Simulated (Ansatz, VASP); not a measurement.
# Two plane-wave programs on InP

Contents of INCAR:

```
ALGO = Normal ; EDIFF = 1E-7
ENCUT = 520 ; GGA = CA
ISIF = 2 ; ISMEAR = 0
LASPH = T ; LCHARG = F
LREAL = F ; LWAVE = F
NBANDS = 16 ; NELM = 100
PREC = Accurate ; SIGMA = 0.02
```

Contents of KPOINTS:

```
k-points
0
Gamma
  10 10 10
```

The input POSCAR:

```
InP
1.0
    0.0000000000      2.8232720917      2.8232720917
    2.8232720917      0.0000000000      2.8232720917
    2.8232720917      2.8232720917      0.0000000000
In P
1 1
Direct
    0.0000000000      0.0000000000      0.0000000000
    0.7500000000      0.7500000000      0.7500000000
```

Input for Ansatz:

```yaml
crystal:
  lattice:
    - [0.0, 2.8232720917, 2.8232720917]
    - [2.8232720917, 0.0, 2.8232720917]
    - [2.8232720917, 2.8232720917, 0.0]
  atoms:
    - { symbol: In, position: [0.0, 0.0, 0.0] }
    - { symbol: P, position: [0.75, 0.75, 0.75] }
basis:
  ecutwfc: 420
kpoints:
  mp_grid: { grid: [10, 10, 10] }
hamiltonian:
  xc: lda
  pseudopotentials: { kind: paw, azcp: { folder: soft_1 } }
scf:
  occupations: { method: gaussian, width: 0.02 }
output:
  forces: true
  stress: true
  eigenvalues: true
```

Alike in both runs: task single point; functional LDA; k mesh 10 × 10 × 10; occupations gaussian, width 0.02 eV; no spin polarisation.

|  | VASP | Ansatz |
| --- | --- | --- |
| version | VASP 6.6.1 | Ansatz 0.2.0 |
| potentials or method | VASP PAW LDA potentials, release 64 (In_d, P), cutoff 520 eV | scalar-relativistic, plane waves, PAW |
| valence electrons in the cell | 18 | 18 |

Ansatz gave:

| Quantity | Value |
| --- | --- |
| gap on the k mesh at the Fermi level (eV) | 1.08 |
| least direct gap on the mesh (eV) | 1.08 |
| pressure (GPa) | 8.3 |

Which values does VASP return?

gap on the k mesh at the Fermi level (eV): 1.11; least direct gap on the mesh (eV): 1.11; pressure (GPa): 8.4.

Ansatz warns that its potentials were made for another functional, while VASP's fit it. LDA's correlation is that of Perdew and Zunger in VASP and of Perdew and Wang (1992) in Ansatz.
